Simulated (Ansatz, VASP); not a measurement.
K2Cl: VASP beside Ansatz

INCAR

```
SYSTEM = K2Cl
PREC     = Accurate       ! precision mode
ENCUT    = 520            ! plane-wave cutoff, eV
EDIFF    = 1E-6           ! SCF threshold, eV
ISMEAR   = 0              ! smearing method
SIGMA    = 0.1            ! smearing width, eV
LREAL    = .False.        ! projectors in reciprocal space
LASPH    = .True.         ! aspherical terms in the spheres
NELM     = 100            ! most SCF steps
ALGO     = Normal         ! electronic algorithm
ISIF     = 2              ! what is computed and relaxed
LWAVE    = .False.        ! write WAVECAR
LCHARG   = .True.         ! write CHGCAR
GGA      = PE             ! functional
LELF     = .True.         ! ELF
LVHAR    = .True.       
NBANDS   = 34             ! bands
```

File KPOINTS:

```
Automatic mesh
0
Gamma
  4 4 2
  0 0 0
```

File POSCAR:

```
K2Cl
1.0
    3.9918232400      0.0000000000      0.0000000000
    0.0000000000      3.9918232400      0.0000000000
    0.0000000000      0.0000000000     14.9529635000
K Cl
4 2
Direct
    0.0000000000      0.5000000000      0.8641184600
    0.5000000000      0.0000000000      0.3641184600
    0.5000000000      0.0000000000      0.6358815400
    0.0000000000      0.5000000000      0.1358815400
    0.0000000000      0.0000000000      0.7500000000
    0.0000000000      0.0000000000      0.2500000000
```

Input for Ansatz:

```yaml
crystal:
  lattice:
    - [3.99182324, 0.0, 0.0]
    - [0.0, 3.99182324, 0.0]
    - [0.0, 0.0, 14.9529635]
  atoms:
    - { symbol: K, position: [0.0, 0.5, 0.86411846] }
    - { symbol: K, position: [0.5, 0.0, 0.36411846] }
    - { symbol: K, position: [0.5, 0.0, 0.63588154] }
    - { symbol: K, position: [0.0, 0.5, 0.13588154] }
    - { symbol: Cl, position: [0.0, 0.0, 0.75] }
    - { symbol: Cl, position: [0.0, 0.0, 0.25] }
basis:
  ecutwfc: 420
kpoints:
  mp_grid: { grid: [4, 4, 2] }
hamiltonian:
  xc: pbe
scf:
  occupations: { method: gaussian, width: 0.1 }
  lower_state_search: "off"
output:
  forces: true
  stress: true
  eigenvalues: true
```

Change from the starting cell: species swapped into the AuI2 type (P4_2/mmc, No. 131).

Alike in both runs: task single point; functional PBE; k mesh 4 × 4 × 2; occupations gaussian, width 0.1 eV; no spin polarisation.

|  | VASP | Ansatz |
| --- | --- | --- |
| version | VASP 6.6.1 | Ansatz 0.2.0 |
| potentials or method | VASP PAW PBE potentials, release 64 (K_sv, Cl), cutoff 520 eV | scalar-relativistic, plane waves, PAW |
| valence electrons in the cell | 50 | 50 |

Ansatz gave:

| Property | Result |
| --- | --- |
| gap on the k mesh at the Fermi level (eV) | none |
| pressure (GPa) | 7.5 |
| traceless stress, the component that is largest in VASP (GPa) | 1.64 |
| rms of the force components (eV/Å) | 0.867 |

Estimate VASP's values.

gap on the k mesh at the Fermi level (eV): none; pressure (GPa): 7.6; traceless stress, the component that is largest in VASP (GPa): 1.67; rms of the force components (eV/Å): 0.885.

Atom by atom the forces differ by 0.018 eV/Å (rms over components). A gap of «none» marks a metal or a gap that the smearing closes.

The k mesh is coarse, so the values compare programs but aren't converged.
